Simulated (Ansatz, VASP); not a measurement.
# Two plane-wave programs on BeTe

The input INCAR:

```
PREC = Accurate
ENCUT = 600
EDIFF = 1E-6
ISMEAR = 0
SIGMA = 0.02
LREAL = False
LASPH = True
NELM = 120
ALGO = Normal
ISIF = 2
LWAVE = False
LCHARG = False
GGA = PE
NBANDS = 11
GGA_COMPAT = False
```

The input KPOINTS:

```
regular mesh
0
Gamma
  8 8 8
```

Contents of POSCAR:

```
BeTe
1.0
    0.0000000000      2.8323125249      2.8323125249
    2.8323125249      0.0000000000      2.8323125249
    2.8323125249      2.8323125249      0.0000000000
Be Te
1 1
Direct
    0.0000000000      0.0000000000      0.0000000000
    0.2500000000      0.2500000000      0.2500000000
```

Input for Ansatz:

```yaml
crystal:
  lattice:
    - [0.0, 2.8323125249, 2.8323125249]
    - [2.8323125249, 0.0, 2.8323125249]
    - [2.8323125249, 2.8323125249, 0.0]
  atoms:
    - { symbol: Be, position: [0.0, 0.0, 0.0] }
    - { symbol: Te, position: [0.25, 0.25, 0.25] }
basis:
  ecutwfc: 420
kpoints:
  mp_grid: { grid: [8, 8, 8] }
  band_path:
    path:
      - [[0.0, 0.0, 0.0], [-0.5, -0.5, 0.0], [-0.375, -0.375, 0.25]]
      - [[-0.375, 0.0, 0.375], [0.0, 0.0, 0.0], [0.0, 0.0, 0.5], [-0.5, -0.25, 0.25], [-0.5, -0.5, 0.0]]
    npoints: 10
hamiltonian:
  xc: pbe
  pseudopotentials: { kind: paw, azcp: { folder: soft_1 } }
scf:
  occupations: { method: gaussian, width: 0.02 }
  n_extra_bands: 7
output:
  forces: true
  stress: true
  eigenvalues: true
```

Alike in both runs: task single point; functional PBE; k mesh 8 × 8 × 8; occupations gaussian, width 0.02 eV; no spin polarisation.

|  | VASP | Ansatz |
| --- | --- | --- |
| version | VASP 6.6.1 | Ansatz 0.2.0 |
| potentials or method | VASP PAW PBE potentials, release 64 (Be, Te), cutoff 600 eV | scalar-relativistic, plane waves, PAW |
| valence electrons in the cell | 8 | 18 |

|  | VASP | Ansatz | Ansatz less VASP |
| --- | --- | --- | --- |
| gap on the k mesh at the Fermi level (eV) | 2.02 | 2.03 | +0.013 |
| least direct gap on the mesh (eV) | 3.62 | 3.64 | +0.018 |
| pressure (GPa) | 0.1 | 0.0 | -0.13 |

VASP's potentials hold 8 valence electrons a cell and Ansatz's 18, so a difference there can come from the potentials and not from the codes.

Spin-orbit coupling is off throughout.
